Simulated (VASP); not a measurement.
A run of VASP 6.6.1 is set up as follows.

The input INCAR:

```
ALGO = Normal
EDIFF = 1E-7
ENCUT = 520
GGA = PE
ISIF = 2
ISMEAR = 0
LASPH = True
LCHARG = True
LELF = True
LREAL = False
LVHAR = True
LWAVE = False
NBANDS = 15
NELM = 60
PREC = Accurate
SIGMA = 0.01
```

Contents of KPOINTS:

```
k-points
0
Gamma
  4 4 4
```

The input POSCAR:

```
KCl
1.0
    3.7708085932      0.0000000000      0.0000000000
    0.0000000000      3.7708085932      0.0000000000
    0.0000000000      0.0000000000      3.8586684334
K Cl
1 1
Direct
    0.0000000000      0.0000000000      0.0000000000
    0.5000000000      0.5000000000      0.5000000000
```

Potentials or basis: VASP PAW PBE potentials, release 64 (K_sv, Cl).

Command:

```console
$ cat potpaw_PBE.64/K_sv/POTCAR potpaw_PBE.64/Cl/POTCAR > POTCAR
$ mpirun -np 1 vasp_std > vasp.out
```

What does it give for the pressure?

0.6 GPa.

Estimate the band gap on the k mesh.

4.88 eV, indirect (least direct gap 5.08 eV).

Stress tensor (GPa, compression positive):
```
 0.95  0.00  0.00
 0.00  0.95  0.00
 0.00  0.00 -0.09
```

Caveat: the cell differs from its parent crystal (uniaxial z strain +2.3%). A k mesh can miss the band edges.
